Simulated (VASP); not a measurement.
Write the native input for VASP 6.6.1 that does the following.

- Task: single point
- Functional: LDA
- Potentials or basis: VASP PAW LDA potentials, release 64 (C_h)
- Cutoff: 910 eV
- k mesh: 10 × 7 × 1
- Occupations: fermi-dirac, width 0.02 eV
- Spin: no spin polarisation
- Dipole correction: no
- Further INCAR settings: ALGO = Normal; EDIFF = 1e-06; NBANDS = 21; NELMDL = -8

The structure of C lies in POSCAR:

```
C
1.0
    2.4973051747      0.0000000000      0.0000000000
    0.0000000000      3.5317228474      0.0000000000
    0.0000000000      0.0000000000     18.4973000000
C
6
Direct
    0.7500000000      0.0979665966      0.4395637417
    0.2500000000      0.9020334034      0.4395637417
    0.2500000000      0.6098846866      0.5000000011
    0.7500000000      0.3901153134      0.5000000011
    0.7500000000      0.0979665959      0.5604362572
    0.2500000000      0.9020334041      0.5604362572
```

The input as run:

INCAR

```
ALGO     = Normal         # electronic algorithm
EDIFF    = 1E-6           # SCF threshold, eV
ENCUT    = 910            # plane-wave cutoff, eV
GGA      = CA             # functional
GGA_COMPAT= False        
ISIF     = 2              # what is computed and relaxed
ISMEAR   = -1             # smearing method
LASPH    = True           # aspherical terms in the spheres
LCHARG   = False          # write CHGCAR
LREAL    = False          # projectors in reciprocal space
LWAVE    = False          # write WAVECAR
NBANDS   = 21             # bands
NELM     = 120            # most SCF steps
NELMDL   = -8           
PREC     = Accurate       # precision mode
SIGMA    = 0.02           # smearing width, eV
```

KPOINTS

```
k-points
0
Gamma
  10 7 1
```

Potentials or basis: VASP PAW LDA potentials, release 64 (C_h).

Run with:

```sh
$ cat potpaw_LDA.64/C_h/POTCAR > POTCAR
$ mpirun -np 1 vasp_std > vasp.out
```

Results of the run:

| Item | Value |
| --- | --- |
| Largest force | 0.040 eV/Å |
| Band gap on the k mesh | zero (bands 12 and 13 overlap by 0.81 eV) |

Run time: 2.6 min on 1 thread of Intel(R) Xeon(R) 6975P-C (Granite Rapids), with other jobs on the host, peak memory 0.42 GiB.
